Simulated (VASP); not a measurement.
Here is a VASP 6.6.1 calculation.

Contents of INCAR:

```
  PREC = Accurate
  ENCUT = 520
  EDIFF = 1E-6
  ISMEAR = 0
  SIGMA = 0.1
  LREAL = False
  LASPH = True
  NELM = 100
  ALGO = Fast
  ISIF = 2
  LWAVE = False
  LCHARG = False
  GGA = PE
  NBANDS = 19
```

The input KPOINTS:

```
Automatic mesh
0
Gamma
  6 6 6
```

Contents of POSCAR:

```
YNb
1.0
    0.0000000000      3.1718947628      3.1718947628
    3.1718947628      0.0000000000      3.1718947628
    3.1718947628      3.1718947628      0.0000000000
Y Nb
1 1
Direct
    0.0000000000      0.0000000000      0.0000000000
    0.7500000000      0.7500000000      0.7500000000
```

Potentials or basis: VASP PAW PBE potentials, release 64 (Y_sv, Nb_sv).

Launch:

```sh
$ cat potpaw_PBE.64/Y_sv/POTCAR potpaw_PBE.64/Nb_sv/POTCAR > POTCAR
$ mpirun -np 1 vasp_std > vasp.out
```

Predict the band gap on the k mesh.

zero (bands 12 and 13 overlap by 0.17 eV).

Estimate the pressure.

0.0 GPa.
